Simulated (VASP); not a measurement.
# Sc (I4/mmm) in VASP: a series of runs, part 2 of 2

VASP 6.6.1.

### 3 Single point, PBEsol (strain +0.000 along x and y, -0.030 along z)

Contents of INCAR:

```
SYSTEM = Sc
ALGO = Normal ; EDIFF = 1E-6
ENCUT = 520 ; GGA = PS
ISIF = 2 ; ISMEAR = 0
LASPH = .TRUE. ; LCHARG = .TRUE.
LELF = .TRUE. ; LREAL = .FALSE.
LVHAR = .TRUE. ; LWAVE = .FALSE.
NBANDS = 12 ; NELM = 80
PREC = Accurate ; SIGMA = 0.15
```

Contents of KPOINTS:

```
k-points
0
G
  18 18 18
  0 0 0
```

Contents of POSCAR:

```
Sc
1.0
    0.0000000000      2.2705000000      2.2023850000
    2.2705000000      0.0000000000      2.2023850000
    2.2705000000      2.2705000000      0.0000000000
Sc
1
Direct
    0.0000000000      0.0000000000      0.0000000000
```

Potentials or basis: VASP PAW PBE potentials, release 64 (Sc_sv).

The run is started by

```bash
$ cat potpaw_PBE.64/Sc_sv/POTCAR > POTCAR
$ mpirun -np 1 vasp_std > vasp.out
```

OUTCAR:

```text
SYSTEM = Sc
   EDIFF = 1E-6
   ENCUT = 520
   GGA = PS
   ISIF = 2
   ISMEAR = 0
   LASPH = .TRUE.
   LREAL = .FALSE.
   NELM = 80
   PREC = Accurate

 ion  position               nearest neighbor table
   1  0.000  0.000  0.000-

  LATTYP: Found a body centered tetragonal cell.
 ALAT       =     3.2109718934
 C/A-ratio  =     1.3717871555

  Lattice vectors:

 A1 = (   0.0000000000,  -2.2705000000,  -2.2023850000)
 A2 = (   0.0000000000,   2.2705000000,  -2.2023850000)
 A3 = (   2.2705000000,   0.0000000000,   2.2023850000)

Analysis of symmetry for initial positions (statically):
=====================================================================
 Subroutine PRICEL returns:
 Original cell was already a primitive cell.

 Routine SETGRP: Setting up the symmetry group for a
 body centered tetragonal supercell.

 Subroutine GETGRP returns: Found 16 space group operations
 (whereof 16 operations were pure point group operations)
 out of a pool of 16 trial point group operations.

The static configuration has the point symmetry D_4h.

Analysis of symmetry for dynamics (positions and initial velocities):
=====================================================================
 Subroutine PRICEL returns:
 Original cell was already a primitive cell.

 Routine SETGRP: Setting up the symmetry group for a
 body centered tetragonal supercell.

 Subroutine GETGRP returns: Found 16 space group operations
 (whereof 16 operations were pure point group operations)
 out of a pool of 16 trial point group operations.

The dynamic configuration has the point symmetry D_4h.

 Subroutine INISYM returns: Found 16 space group operations
 (whereof 16 operations are pure point group operations),
 and found     1 'primitive' translations

----------------------------------------------------------------------------------------

                                     Primitive cell

  volume of cell :      22.7073

  direct lattice vectors                    reciprocal lattice vectors
     0.000000000  2.270500000  2.202385000    -0.220215811  0.220215811  0.227026610
     2.270500000  0.000000000  2.202385000     0.220215811 -0.220215811  0.227026610
     2.270500000  2.270500000  0.000000000     0.220215811  0.220215811 -0.227026610

  length of vectors
     3.163174029  3.163174029  3.210971893     0.385397313  0.385397313  0.385397313

  position of ions in fractional coordinates (direct lattice)
     0.000000000  0.000000000  0.000000000

  ion indices of the primitive-cell ions
   primitive index   ion index
                 1           1

----------------------------------------------------------------------------------------

 KPOINTS: k-points

Automatic generation of k-mesh.
 Grid dimensions read from file:
 generate k-points for:   18   18   18

 Generating k-lattice:

  Cartesian coordinates                     Fractional coordinates (reciprocal lattice)
    -0.012234212  0.012234212  0.012612589     0.055555556  0.000000000  0.000000000
     0.012234212 -0.012234212  0.012612589     0.000000000  0.055555556  0.000000000
     0.012234212  0.012234212 -0.012612589    -0.000000000 -0.000000000  0.055555556

  Length of vectors
     0.021410962  0.021410962  0.021410962

  Shift w.r.t. Gamma in fractional coordinates (k-lattice)
     0.000000000  0.000000000  0.000000000

 Subroutine IBZKPT returns following result:
 ===========================================

 Found    480 irreducible k-points:

 Following reciprocal coordinates:
            Coordinates               Weight
  0.000000  0.000000  0.000000      1.000000
  0.055556  0.000000  0.000000      8.000000
  0.111111  0.000000  0.000000      8.000000
  0.166667  0.000000  0.000000      8.000000
  0.222222 -0.000000  0.000000      8.000000
  0.277778  0.000000  0.000000      8.000000
[... 16 lines left out ...]
 -0.277778  0.055556  0.000000      8.000000
 -0.222222  0.055556  0.000000      8.000000
 [... further k-points ...]
   k-points           NKPTS =    480   k-points in BZ     NKDIM =    480   number of bands    NBANDS=     12
   number of dos      NEDOS =    301   number of ions     NIONS =      1
   total plane-waves  NPLWV =  13824
   dimension x,y,z NGX =    24 NGY =   24 NGZ =   24
   dimension x,y,z NGXF=    48 NGYF=   48 NGZF=   48
   ions per type =               1
   NGX,Y,Z   is equivalent  to a cutoff of  12.61, 12.61, 12.43 a.u.
   NGXF,Y,Z  is equivalent  to a cutoff of  25.23, 25.23, 24.85 a.u.
 SYSTEM =  Sc
   PREC   = accura    normal or accurate (medium, high low for compatibility)
   ISTART =      0    job   : 0-new  1-cont  2-samecut
   ICHARG =      2    charge: 1-file 2-atom 10-const
   ISPIN  =      1    spin polarized calculation?
   LNONCOLLINEAR =      F non collinear calculations
   LSORBIT =      F    spin-orbit coupling
   LASPH  =      T    aspherical Exc in radial PAW
   ENCUT  =  520.0 eV  38.22 Ry    6.18 a.u.   5.88  5.88  5.97*2*pi/ulx,y,z
   NELM   =     80;   NELMIN=  2; NELMDL= -5     # of ELM steps
   EDIFF  = 0.1E-05   stopping-criterion for ELM
   LREAL  =      F    real-space projection
   EDIFFG = 0.1E-04   stopping-criterion for IOM
   NSW    =      0    number of steps for IOM
   IBRION =     -1    ionic relax: 0-MD 1-quasi-New 2-CG
   NFREE  =      0    steps in history (QN), initial steepest desc. (CG)
   ISIF   =      2    stress and relaxation
   ISYM   =      2    0-nonsym 1-usesym 2-fastsym
   POTIM  = 0.5000    time-step for ionic-motion
   TEBEG  =    0.0;   TEEND  =   0.0 temperature during run
   PSTRESS=    0.0 pullay stress
   NELECT =      11.0000    total number of electrons
   NUPDOWN=      -1.0000    fix difference up-down
   EMIN   =  10.00;   EMAX   =-10.00  energy-range for DOS
   EFERMI =   0.00;   METHOD = LEGACY
   ISMEAR =     0;   SIGMA  =   0.15  broadening in eV -4-tet -1-fermi 0-gaus
   EFERMI_NEDOS =   21; number of points for ismear=-14 and -15
   IALGO  =     38    algorithm
   IMIX   =      4    mixing-type and parameters
     AMIX     =   0.40;   BMIX     =  1.00
     AMIX_MAG =   1.60;   BMIX_MAG =  1.00
  volume/ion in A,a.u.               =      22.71       153.24
  Fermi-wavevector in a.u.,A,eV,Ry     =   1.285732  2.429680 22.491868  1.653106
  Thomas-Fermi vector in A             =   2.417848
   LORBIT       =      0    0 simple, 1 ext, 2 COOP (PROOUT), +10 PAW based schemes
   GGA     = PS    functional components
   LHFCALC =     F    Hartree Fock is set to
   AEXX    =    0.0000 exact exchange contribution
   IVDW    =     0    specifies the selected vdW correction
   LEPSILON=     F    determine dielectric tensor
   LRPA    =     F    only Hartree local field effects (RPA)
 non-spin polarized calculation
 Gauss-broadening in eV      SIGMA  =   0.15
  energy-cutoff  :      520.00
  volume of cell :       22.71
 maximum number of plane-waves:       628
   NGX = 11   NGY = 11   NGZ = 11

 number of electron      11.0000001 magnetization

 Free energy of the ion-electron system (eV)
  ---------------------------------------------------
  ext. energy  EPLUGINS =         0.00000000
  ---------------------------------------------------
  free energy    TOTEN  =        -6.56177766 eV

  energy without entropy =       -6.54223383  energy(sigma->0) =       -6.55200574

 E-fermi :   4.1298     XC(G=0): -10.3270

 val. band max:        4.1287432593   @ k =  -0.2222   0.2778   0.1667
 cond. band min:       4.1336935030   @ k =  -0.2778   0.2222   0.5000
 fundamental gap:      0.0049502437
 Fermi energy:         4.1298455841

 k-point     1 :       0.0000    0.0000    0.0000
  band No.  band energies     occupation
      1     -44.8775      2.00000
      2     -23.3258      2.00000
      3     -23.3257      2.00000
      4     -23.3257      2.00000
      5      -1.2198      2.00000
      6       5.7495      0.00000
      7       5.7495      0.00000
      8       5.9587      0.00000
      9       7.2287      0.00000
     10       7.4767      0.00000
     11      17.1176      0.00000
     12      20.6151      0.00000
[... 331 lines left out ...]
 k-point    24 :      -0.2222    0.0556    0.0000
  band No.  band energies     occupation
      1     -44.8358      2.00000
      2     -23.5776      2.00000
      3     -23.3718      2.00000
      4     -23.3577      2.00000
      5       0.2810      2.00000
      6       4.9203      0.00000
      7       6.0169      0.00000
      8       6.0994      0.00000
      9       7.1020      0.00000
     10       7.6365      0.00000
     11      15.5911      0.00000
     12      17.8555      0.00000

 [... further k-points ...]

------------------------ aborting loop because EDIFF is reached ----------------------------------------

  FORCE on cell =-STRESS in cart. coord.  units (eV):
  Direction    XX          YY          ZZ          XY          YZ          ZX
  --------------------------------------------------------------------------------------
  -------------------------------------------------------------------------------------
  Total        0.2743291      0.2743291      0.3989137      0.0000000      0.0000000      0.0000000
  in kB       19.3560268     19.3560268     28.1464251      0.0000000      0.0000000      0.0000000
  external PRESSURE =      22.2861596 kB  Pullay stress =       0.0000000 kB

 VOLUME and BASIS-vectors are now :
 -----------------------------------------------------------------------------
  energy-cutoff  :      520.00
  volume of cell :       22.71
      direct lattice vectors                 reciprocal lattice vectors
     0.000000000  2.270500000  2.202385000    -0.220215811  0.220215811  0.227026610
     2.270500000  0.000000000  2.202385000     0.220215811 -0.220215811  0.227026610
     2.270500000  2.270500000  0.000000000     0.220215811  0.220215811 -0.227026610

 POSITION                                       TOTAL-FORCE (eV/Angst)
 -----------------------------------------------------------------------------------
      0.00000      0.00000      0.00000        -0.000000     -0.000000      0.000000
 -----------------------------------------------------------------------------------
    total drift:                               -0.000000      0.000000      0.000000

  FREE ENERGIE OF THE ION-ELECTRON SYSTEM (eV)
  ---------------------------------------------------
  free  energy   TOTEN  =        -6.5617776582 eV

  energy  without entropy=       -6.5422338281  energy(sigma->0) =       -6.55200574
```

stdout:

```text
POSCAR found type information on POSCAR Sc
 POSCAR found :  1 types and       1 ions
 scaLAPACK will be used
 -----------------------------------------------------------------------------
|                                                                             |
|                                                                             |
|     You enforced a specific xc type in the INCAR file but a different       |
|     I HOPE YOU KNOW WHAT YOU ARE DOING!                                     |
|                                                                             |
 -----------------------------------------------------------------------------

 LDA part: xc-table for (Slater+PW92), standard interpolation
 POSCAR, INCAR and KPOINTS ok, starting setup
 FFT: planning ... GRIDC
 FFT: planning ... GRID_SOFT
 FFT: planning ... GRID
 WAVECAR not read
 entering main loop
```

Wall time 2 min (1 thread of Intel Xeon 8259CL, shared host); peak memory 0.24 GiB.

What came out:

```yaml
Free_energy: -6.5618 eV
Pressure: 2.2 GPa
Band_gap_on_the_k_mesh: zero (an odd number of electrons rules out a gap without spin polarisation)
```

Caveat: the cell differs from its parent crystal (strain +0.000 along x and y, -0.030 along z); the PAW data sets were made with another functional, which shifts forces and pressure a little.
